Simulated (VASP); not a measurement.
A run of VASP 6.6.1:

Contents of INCAR:

```
SYSTEM = InSb3
  PREC = Accurate
  ENCUT = 520
  EDIFF = 1E-6
  ISMEAR = 0
  SIGMA = 0.15
  LREAL = .False.
  LASPH = .True.
  NELM = 80
  ALGO = Normal
  ISIF = 2
  LWAVE = .False.
  LCHARG = .False.
  GGA = PS
  NBANDS = 22
```

KPOINTS

```
regular mesh
0
Gamma
  10 10 10
  0 0 0
```

POSCAR

```
InSb3
1.0
    4.9791195768      0.0000000000      0.0000000000
    0.0000000000      4.9791195768      0.0000000000
    0.0000000000      0.0000000000      4.1505940793
In Sb
1 3
Direct
    0.0000000000      0.0000000000      0.0000000000
    0.5000000000      0.0000000000      0.5000000000
    0.0000000000      0.5000000000      0.5000000000
    0.5000000000      0.5000000000      0.0000000000
```

Potentials or basis: VASP PAW PBE potentials, release 64 (In_d, Sb).

The run is started by

```console
$ cat potpaw_PBE.64/In_d/POTCAR potpaw_PBE.64/Sb/POTCAR > POTCAR
$ mpirun -np 1 vasp_std > vasp.out
```

Hardware: 1 thread of AMD EPYC 7R13, with other jobs on the host.

How long does it take, and how much memory?

It took 5 min on 1 thread of AMD EPYC 7R13, on a shared host, peak memory 0.38 GiB. Counts: scf iterations 11, k points 126.
